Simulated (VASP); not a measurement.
CrB2RuN:

```
CELL_PARAMETERS angstrom
3.98075 0.00000 0.00000
0.00000 3.98075 0.00000
0.00000 0.00000 3.72282
ATOMIC_POSITIONS crystal
Cr 0.00000 0.00000 0.00000
B 0.00000 0.50000 0.00000
B 0.50000 0.00000 0.00000
Ru 0.50000 0.50000 0.50000
N 0.00000 0.00000 0.50000
```

- Program: VASP 6.6.1
- Task: relaxation of cell and atoms
- Functional: PBE
- Potentials or basis: VASP PAW PBE potentials, release 64 (Cr_pv, B, Ru_pv, N)
- Cutoff: 600 eV
- k mesh: 4 × 4 × 6
- Occupations: gaussian, width 0.1 eV
- Spin: collinear spin, ferromagnetic start
- Starting moments: [3.0, 0.0, 0.0, 1.0, 0.0] μB

At the start: pressure -13.3 GPa; volume 11.80 Å³/atom.

Task: Where does the relaxation end?

Result: Over 3 steps the energy falls by 64.5 meV/atom and the volume is 10.83 Å³/atom (-8.2 %); space group P4/mmm (No. 123, to 0.05 Å); moment 1.62 μB per cell.

The path:
```tsv
step	energy change (eV)	largest force (eV/Å)	pressure (GPa)	volume (Å³)
1	0.0000	0.0000	-13.33	58.99
2	-0.1242	0.0000	14.27	50.93
3	-0.3223	0.0000	-0.33	54.16
```

Final structure:
```
Cr B Ru N
1.0
     3.91929    0.00000    0.00000
     0.00000    3.91929    0.00000
     0.00000    0.00000    3.52553
Cr B Ru N
1 2 1 1
Direct
  0.00000 0.00000 0.00000
  0.00000 0.50000 0.00000
  0.50000 0.00000 0.00000
  0.50000 0.50000 0.50000
  0.00000 0.00000 0.50000
```

Caveat: the k points lie up to 0.40 Å⁻¹ apart in the final cell; a cell with one magnetic atom can't hold antiferromagnetic order, which such compounds often take.
